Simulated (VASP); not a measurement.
# Na2SCl2: single point with PBE

Na2SCl2, a slab with vacuum:

```
Na Cl S
1.0
     4.02738    0.00000    0.00000
     0.00000    4.02738    0.00000
     0.00000    0.00000   19.87761
Na Cl S
2 2 1
Direct
  0.50000 0.50000 0.20123
  0.00000 0.00000 0.34095
  0.00000 0.00000 0.20123
  0.50000 0.50000 0.34600
  0.50000 0.50000 0.56584
```

```
Program             : VASP 6.6.1
Task                : single point
Functional          : PBE
Potentials or basis : VASP PAW PBE potentials, release 64 (Na_pv, Cl, S)
Cutoff              : 520 eV
k mesh              : 7 × 7 × 1
Occupations         : gaussian, width 0.05 eV
Spin                : collinear spin
Starting moments    : [0.0, 0.0, 0.0, 0.0, 2.0] μB
```

The largest force is 0.225 eV/Å. The band gap on the k mesh is zero (filled and empty bands overlap). The net moment is 2.00 μB per cell. The site moments are Na +0.00, -0.00; Cl +0.00, +0.01; S +1.16 μB and the valence electrons inside the program's atomic spheres are Na 6.01; Cl 5.16, 5.15; S 3.48.

Forces on the atoms (eV/Å):
```
Na   0.000  0.000  0.225
Na   0.000  0.000  0.029
Cl   0.000  0.000 -0.220
Cl   0.000  0.000  0.005
S    0.000  0.000 -0.040
```

Levels at points of the mesh, in eV from the Fermi level:
Spin up:
| k point | band 16 | band 17 | band 18 | band 19 | band 20 | band 21 |
| --- | --- | --- | --- | --- | --- | --- |
| (0.00, 0.00, 0.00) | -1.09 | -0.91 | -0.91 | 3.73 | 4.60 | 5.13 |
Spin down:
```csv
k point,band 14,band 15,band 16,band 17,band 18,band 19
"(0.00, 0.00, 0.00)",-1.09,-1.09,0.22,0.64,0.64,3.75
```

Run time: 2.5 min on 1 thread of Intel(R) Xeon(R) 6975P-C (Granite Rapids) (shared host), peak memory 0.53 GiB.
